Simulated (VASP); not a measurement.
Input of a VASP 6.6.1 run:

INCAR

```
SYSTEM = ScAl3
ALGO = Normal
EDIFF = 1E-7
ENCUT = 520
GGA = PS
ISIF = 2
ISMEAR = 0
LASPH = .True.
LCHARG = .True.
LELF = .True.
LREAL = .False.
LVHAR = .True.
LWAVE = .False.
NBANDS = 18
NELM = 60
PREC = Accurate
SIGMA = 0.15
```

KPOINTS

```
k-points
0
Gamma
  12 12 12
  0 0 0
```

Contents of POSCAR:

```
ScAl3
1.0
    4.2341505607      0.0000000000      0.0000000000
    0.0000000000      4.2341505607      0.0000000000
    0.0000000000      0.0000000000      4.2341505607
Sc Al
1 3
Direct
    0.0000000000      0.0000000000      0.0000000000
    0.5000000000      0.0000000000      0.5000000000
    0.0000000000      0.5000000000      0.5000000000
    0.5000000000      0.5000000000      0.0000000000
```

Potentials or basis: VASP PAW PBE potentials, release 64 (Sc_sv, Al).

Launch:

```bash
$ cat potpaw_PBE.64/Sc_sv/POTCAR potpaw_PBE.64/Al/POTCAR > POTCAR
$ mpirun -np 1 vasp_std > vasp.out
```

Estimate the pressure.

-8.4 GPa.

What does it give for the band gap on the k mesh?

Zero (band 10 reaches 6.91 eV, above the bottom of band 11 at 3.47 eV).

Caveat: the cell differs from its parent crystal (strain +0.040 along x and y, +0.040 along z); the PAW data sets were made with another functional, which shifts forces and pressure a little.
